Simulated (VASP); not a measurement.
# InAs (rocksalt type) (Fm-3m) in VASP: further runs

Runs on InAs (rocksalt type). Level: PBE. Tasks: single point, relaxation of cell and atoms.

Everything below comes from runs of VASP 6.6.1. Logs are shortened: lines on timing, memory, paths and dates and some standing lists are left out, and cuts for length are marked.

## (1) The cell of the first run

It takes space group Fm-3m (No. 225, cubic). Conventional cell: a = 5.473 Å, b = 5.473 Å, c = 5.473 Å, α = 90.00°, β = 90.00°, γ = 90.00°. Within 3.6 Å of In (site symmetry m-3m) lie 6 As at 2.74 Å. Within 3.6 Å of As (site symmetry m-3m) lie 6 In at 2.74 Å.

## (2) Single point, PBE

INCAR

```
PREC = Accurate
ENCUT = 520
EDIFF = 1E-6
ISMEAR = -1
SIGMA = 0.1
LREAL = F
LASPH = T
NELM = 80
ALGO = Normal
ISIF = 2
LWAVE = F
LCHARG = F
GGA = PE
NBANDS = 16
```

KPOINTS

```
regular mesh
0
Gamma
  13 13 13
```

POSCAR

```
InAs
1.0
    0.0000000000      2.7366997543      2.7366997543
    2.7366997543      0.0000000000      2.7366997543
    2.7366997543      2.7366997543      0.0000000000
In As
1 1
Direct
    0.0000000000      0.0000000000      0.0000000000
    0.5000000000      0.5000000000      0.5000000000
```

Potentials or basis: VASP PAW PBE potentials, release 64 (In_d, As).

Launch:

```console
$ cat potpaw_PBE.64/In_d/POTCAR potpaw_PBE.64/As/POTCAR > POTCAR
$ mpirun -np 1 vasp_std > vasp.out
```

OUTCAR:

```text
PREC = Accurate
   ENCUT = 520
   EDIFF = 1E-6
   ISMEAR = -1
   LREAL = F
   LASPH = T
   NELM = 80
   ISIF = 2
   GGA = PE

 ion  position               nearest neighbor table
   1  0.000  0.000  0.000-   2 2.74   2 2.74   2 2.74   2 2.74   2 2.74   2 2.74
   2  0.500  0.500  0.500-   1 2.74   1 2.74   1 2.74   1 2.74   1 2.74   1 2.74

  LATTYP: Found a face centered cubic cell.
 ALAT       =     5.4733995086

  Lattice vectors:

 A1 = (   0.0000000000,   2.7366997543,   2.7366997543)
 A2 = (   2.7366997543,   0.0000000000,   2.7366997543)
 A3 = (   2.7366997543,   2.7366997543,   0.0000000000)

Analysis of symmetry for initial positions (statically):
=====================================================================
 Subroutine PRICEL returns:
 Original cell was already a primitive cell.

 Routine SETGRP: Setting up the symmetry group for a
 face centered cubic supercell.

 Subroutine GETGRP returns: Found 48 space group operations
 (whereof 48 operations were pure point group operations)
 out of a pool of 48 trial point group operations.

The static configuration has the point symmetry O_h .

Analysis of symmetry for dynamics (positions and initial velocities):
=====================================================================
 Subroutine PRICEL returns:
 Original cell was already a primitive cell.

 Routine SETGRP: Setting up the symmetry group for a
 face centered cubic supercell.

 Subroutine GETGRP returns: Found 48 space group operations
 (whereof 48 operations were pure point group operations)
 out of a pool of 48 trial point group operations.

The dynamic configuration has the point symmetry O_h .

 Subroutine INISYM returns: Found 48 space group operations
 (whereof 48 operations are pure point group operations),
 and found     1 'primitive' translations

----------------------------------------------------------------------------------------

                                     Primitive cell

  volume of cell :      40.9932

  direct lattice vectors                    reciprocal lattice vectors
     0.000000000  2.736699754  2.736699754    -0.182701811  0.182701811  0.182701811
     2.736699754  0.000000000  2.736699754     0.182701811 -0.182701811  0.182701811
     2.736699754  2.736699754  0.000000000     0.182701811  0.182701811 -0.182701811

  length of vectors
     3.870277909  3.870277909  3.870277909     0.316448818  0.316448818  0.316448818

  position of ions in fractional coordinates (direct lattice)
     0.000000000  0.000000000  0.000000000
     0.500000000  0.500000000  0.500000000

  ion indices of the primitive-cell ions
   primitive index   ion index
                 1           1
                 2           2

----------------------------------------------------------------------------------------

 KPOINTS: regular mesh

Automatic generation of k-mesh.
 Grid dimensions read from file:
 generate k-points for:   13   13   13

 Generating k-lattice:

  Cartesian coordinates                     Fractional coordinates (reciprocal lattice)
    -0.014053985  0.014053985  0.014053985     0.076923077  0.000000000  0.000000000
     0.014053985 -0.014053985  0.014053985     0.000000000  0.076923077  0.000000000
     0.014053985  0.014053985 -0.014053985     0.000000000  0.000000000  0.076923077

  Length of vectors
     0.024342217  0.024342217  0.024342217

  Shift w.r.t. Gamma in fractional coordinates (k-lattice)
     0.000000000  0.000000000  0.000000000

 Subroutine IBZKPT returns following result:
 ===========================================

 Found     84 irreducible k-points:

 Following reciprocal coordinates:
            Coordinates               Weight
  0.000000  0.000000  0.000000      1.000000
  0.076923  0.000000  0.000000      8.000000
  0.153846  0.000000  0.000000      8.000000
  0.230769  0.000000  0.000000      8.000000
  0.307692  0.000000  0.000000      8.000000
  0.384615  0.000000  0.000000      8.000000
[... 16 lines left out ...]
  0.384615  0.153846  0.000000     24.000000
  0.461538  0.153846  0.000000     24.000000
 [... further k-points ...]
   k-points           NKPTS =     84   k-points in BZ     NKDIM =     84   number of bands    NBANDS=     16
   number of dos      NEDOS =    301   number of ions     NIONS =      2
   total plane-waves  NPLWV =  27000
   dimension x,y,z NGX =    30 NGY =   30 NGZ =   30
   dimension x,y,z NGXF=    60 NGYF=   60 NGZF=   60
   ions per type =               1   1
   NGX,Y,Z   is equivalent  to a cutoff of  12.89, 12.89, 12.89 a.u.
   NGXF,Y,Z  is equivalent  to a cutoff of  25.77, 25.77, 25.77 a.u.
 SYSTEM =  unknown system
   PREC   = accura    normal or accurate (medium, high low for compatibility)
   ISTART =      0    job   : 0-new  1-cont  2-samecut
   ICHARG =      2    charge: 1-file 2-atom 10-const
   ISPIN  =      1    spin polarized calculation?
   LNONCOLLINEAR =      F non collinear calculations
   LSORBIT =      F    spin-orbit coupling
   LASPH  =      T    aspherical Exc in radial PAW
   ENCUT  =  520.0 eV  38.22 Ry    6.18 a.u.   7.20  7.20  7.20*2*pi/ulx,y,z
   NELM   =     80;   NELMIN=  2; NELMDL= -5     # of ELM steps
   EDIFF  = 0.1E-05   stopping-criterion for ELM
   LREAL  =      F    real-space projection
   EDIFFG = 0.1E-04   stopping-criterion for IOM
   NSW    =      0    number of steps for IOM
   IBRION =     -1    ionic relax: 0-MD 1-quasi-New 2-CG
   NFREE  =      0    steps in history (QN), initial steepest desc. (CG)
   ISIF   =      2    stress and relaxation
   ISYM   =      2    0-nonsym 1-usesym 2-fastsym
   POTIM  = 0.5000    time-step for ionic-motion
   TEBEG  =    0.0;   TEEND  =   0.0 temperature during run
   PSTRESS=    0.0 pullay stress
   NELECT =      18.0000    total number of electrons
   NUPDOWN=      -1.0000    fix difference up-down
   EMIN   =  10.00;   EMAX   =-10.00  energy-range for DOS
   EFERMI =   0.00;   METHOD = LEGACY
   ISMEAR =    -1;   SIGMA  =   0.10  broadening in eV -4-tet -1-fermi 0-gaus
   EFERMI_NEDOS =   21; number of points for ismear=-14 and -15
   IALGO  =     38    algorithm
   IMIX   =      4    mixing-type and parameters
     AMIX     =   0.40;   BMIX     =  1.00
     AMIX_MAG =   1.60;   BMIX_MAG =  1.00
  volume/ion in A,a.u.               =      20.50       138.32
  Fermi-wavevector in a.u.,A,eV,Ry     =   1.244310  2.351405 21.065993  1.548307
  Thomas-Fermi vector in A             =   2.378582
   LORBIT       =      0    0 simple, 1 ext, 2 COOP (PROOUT), +10 PAW based schemes
   GGA     = PE    functional components
   LHFCALC =     F    Hartree Fock is set to
   AEXX    =    0.0000 exact exchange contribution
   IVDW    =     0    specifies the selected vdW correction
   LEPSILON=     F    determine dielectric tensor
   LRPA    =     F    only Hartree local field effects (RPA)
 non-spin polarized calculation
  energy-cutoff  :      520.00
  volume of cell :       40.99
 maximum number of plane-waves:      1117
 NGX is ok and might be reduce to    30
   NGX = 15   NGY = 15   NGZ = 15

 number of electron      18.0000001 magnetization

 Free energy of the ion-electron system (eV)
  ---------------------------------------------------
  ext. energy  EPLUGINS =         0.00000000
  ---------------------------------------------------
  free energy    TOTEN  =        -7.10328260 eV

  energy without entropy =       -7.07304351  energy(sigma->0) =       -7.08816305

 E-fermi :   7.7108     XC(G=0): -10.7987

 val. band max:        7.6937893496   @ k =   0.3077   0.0000   0.0000
 cond. band min:       7.7339610523   @ k =  -0.4615   0.0769   0.0000
 fundamental gap:      0.0401717026
 Fermi energy:         7.7107965477

 k-point     1 :       0.0000    0.0000    0.0000
  band No.  band energies     occupation
      1      -6.8452      2.00000
      2      -6.8452      2.00000
      3      -6.8172      2.00000
      4      -6.8172      2.00000
      5      -6.8172      2.00000
      6      -5.4980      2.00000
[... 8 lines left out ...]
     15      16.0080      0.00000
     16      16.0080      0.00000

 k-point     2 :       0.0769    0.0000    0.0000
  band No.  band energies     occupation
      1      -6.8493      2.00000
      2      -6.8493      2.00000
      3      -6.8177      2.00000
      4      -6.8131      2.00000
      5      -6.8131      2.00000
      6      -5.4204      2.00000
[... 8 lines left out ...]
     15      15.6464      0.00000
     16      15.9060      0.00000

 k-point     3 :       0.1538    0.0000    0.0000
  band No.  band energies     occupation
      1      -6.8626      2.00000
      2      -6.8626      2.00000
      3      -6.8200      2.00000
      4      -6.7996      2.00000
      5      -6.7996      2.00000
      6      -5.1898      2.00000
[... 8 lines left out ...]
     15      15.8750      0.00000
     16      15.8750      0.00000

 k-point     4 :       0.2308    0.0000    0.0000
  band No.  band energies     occupation
      1      -6.8826      2.00000
      2      -6.8826      2.00000
      3      -6.8246      2.00000
      4      -6.7791      2.00000
      5      -6.7791      2.00000
      6      -4.8164      2.00000
[... 8 lines left out ...]
     15      16.5652      0.00000
     16      16.5652      0.00000
[... 324 lines left out ...]
 k-point    22 :       0.3077    0.1538    0.0000
  band No.  band energies     occupation
      1      -6.9876      2.00000
      2      -6.8524      2.00000
      3      -6.8351      2.00000
      4      -6.7705      2.00000
      5      -6.7512      2.00000
      6      -4.3291      2.00000
[... 8 lines left out ...]
     15      18.3669      0.00000
     16      18.7339      0.00000

 k-point    23 :       0.3846    0.1538    0.0000
  band No.  band energies     occupation
      1      -7.0097      2.00000
      2      -6.8728      2.00000
      3      -6.8317      2.00000
      4      -6.7621      2.00000
      5      -6.7319      2.00000
      6      -3.8076      2.00000
[... 8 lines left out ...]
     15      19.2544      0.00000
     16      19.7031      0.00000

 k-point    24 :       0.4615    0.1538    0.0000
  band No.  band energies     occupation
      1      -7.0175      2.00000
      2      -6.8930      2.00000
      3      -6.8273      2.00000
      4      -6.7552      2.00000
      5      -6.7215      2.00000
      6      -3.2940      2.00000
[... 8 lines left out ...]
     15      20.4012      0.00000
     16      20.4936      0.00000

 [... further k-points ...]

------------------------ aborting loop because EDIFF is reached ----------------------------------------

  FORCE on cell =-STRESS in cart. coord.  units (eV):
  Direction    XX          YY          ZZ          XY          YZ          ZX
  --------------------------------------------------------------------------------------
  -------------------------------------------------------------------------------------
  Total        3.3886887      3.3886887      3.3886887      0.0000000      0.0000000     -0.0000000
  in kB      132.4435481    132.4435481    132.4435481      0.0000000      0.0000000     -0.0000000
  external PRESSURE =     132.4435481 kB  Pullay stress =       0.0000000 kB

 VOLUME and BASIS-vectors are now :
 -----------------------------------------------------------------------------
  energy-cutoff  :      520.00
  volume of cell :       40.99
      direct lattice vectors                 reciprocal lattice vectors
     0.000000000  2.736699754  2.736699754    -0.182701811  0.182701811  0.182701811
     2.736699754  0.000000000  2.736699754     0.182701811 -0.182701811  0.182701811
     2.736699754  2.736699754  0.000000000     0.182701811  0.182701811 -0.182701811

 POSITION                                       TOTAL-FORCE (eV/Angst)
 -----------------------------------------------------------------------------------
      0.00000      0.00000      0.00000        -0.000000      0.000000      0.000000
      2.73670      2.73670      2.73670         0.000000     -0.000000     -0.000000
 -----------------------------------------------------------------------------------
    total drift:                               -0.000000      0.000000      0.000000

  FREE ENERGIE OF THE ION-ELECTRON SYSTEM (eV)
  ---------------------------------------------------
  free  energy   TOTEN  =        -7.1032825951 eV

  energy  without entropy=       -7.0730435110  energy(sigma->0) =       -7.08816305
```

Run time: 100 s. Hardware: 1 thread of AMD EPYC, shared host; peak memory 0.17 GiB.

What came out:

```yaml
Free_energy: -7.1033 eV
Pressure: 13.2 GPa
Band_gap_on_the_k_mesh: zero (band 9 reaches 8.14 eV, above the bottom of band 10 at 5.00 eV)
```

Levels at points of the mesh, in eV from the Fermi level:
```tsv
k point	band 5	band 6	band 7	band 8	band 9	band 10	band 11	band 12	band 13	band 14
(0.00, 0.00, 0.00)	-14.53	-13.21	-0.29	-0.29	-0.29	0.50	7.32	7.32	7.32	8.30
```

Caveat: spin-orbit coupling is left out, which moves the levels of the heavy elements.

(Continued in part 2 of 2.)
